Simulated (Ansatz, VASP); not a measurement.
# One calculation of MnO, two programs

File INCAR:

```
PREC     = Accurate       # precision mode
ENCUT    = 520            # plane-wave cutoff, eV
EDIFF    = 1E-6           # SCF threshold, eV
ISMEAR   = -1             # smearing method
SIGMA    = 0.05           # smearing width, eV
LREAL    = F              # projectors in reciprocal space
LASPH    = T              # aspherical terms in the spheres
NELM     = 150            # most SCF steps
ALGO     = Normal         # electronic algorithm
ISIF     = 2              # what is computed and relaxed
LWAVE    = F              # write WAVECAR
LCHARG   = F              # write CHGCAR
ISPIN    = 2              # spin polarisation
MAGMOM   = 4 0            # initial moments
LORBIT   = 11             # projections on sites
LMAXMIX  = 4              # l up to which the mixer works
GGA      = PE             # functional
NBANDS   = 20             # bands
```

File KPOINTS:

```
Automatic mesh
0
Gamma
  10 10 9
```

File POSCAR:

```
MnO
1.0
    2.9694859100      0.0000000000      0.0000000000
   -1.4847429600      2.5716502300      0.0000000000
    0.0000000000      0.0000000000      2.8980711300
Mn O
1 1
Direct
    0.0113330000      0.0043950000     -0.0182530000
    0.6462350000      0.3280820000      0.5072700000
```

The input input.yaml:

```yaml
crystal:
  lattice:
    - [2.96948591, 0.0, 0.0]
    - [-1.48474296, 2.57165023, 0.0]
    - [0.0, 0.0, 2.89807113]
  atoms:
    - { symbol: Mn, position: [0.011333, 0.004395, -0.018253], spin: 4.0 }
    - { symbol: O, position: [0.646235, 0.328082, 0.50727] }
hamiltonian:
  xc: pbe
  pseudopotentials: { kind: paw }
magnetization:
  spin_polarized: true
kpoints:
  mp_grid: { grid: [10, 10, 9] }
scf:
  occupations: { method: fermi_dirac, width: 0.05 }
output:
  forces: true
  stress: true
  eigenvalues: true
```

Change from the starting cell: atoms moved at random, drawn with an rms of 0.05 Å.

Alike in both runs: task single point; functional PBE; k mesh 10 × 10 × 9; occupations fermi-dirac, width 0.05 eV; collinear spin.

|  | VASP | Ansatz |
| --- | --- | --- |
| version | VASP 6.6.1 | Ansatz 0.2.0 |
| potentials or method | VASP PAW PBE potentials, release 64 (Mn_pv, O) | Ansatz PAW |
| plane-wave cutoff (eV) | 520 | 420 |
| valence electrons in the cell | 19 | 21 |

|  | VASP | Ansatz | Ansatz less VASP |
| --- | --- | --- | --- |
| gap on the k mesh at the Fermi level (eV) | none | none | - |
| pressure (GPa) | -0.2 | -0.4 | -0.20 |
| traceless stress, the component that is largest in VASP (GPa) | -10.49 | -10.47 | +0.016 |
| rms of the force components (eV/Å) | 0.157 | 0.146 | -0.0110 |
| net moment per atom (μB) | 2.38 | 2.38 | 0.000 |
| size of the moment on the site where the two differ most (μB) | 4.28 | 3.91 | -0.366 |

Site moments also hang on the region over which each program counts them. Atom by atom the forces differ by 0.011 eV/Å (rms over components). A gap of «none» marks a metal or a gap that the smearing closes. The functional is the same, so the differences come from potentials, cutoffs and numerics. VASP's potentials hold 19 valence electrons a cell and Ansatz's 21, so a difference there can come from the potentials and not from the codes.
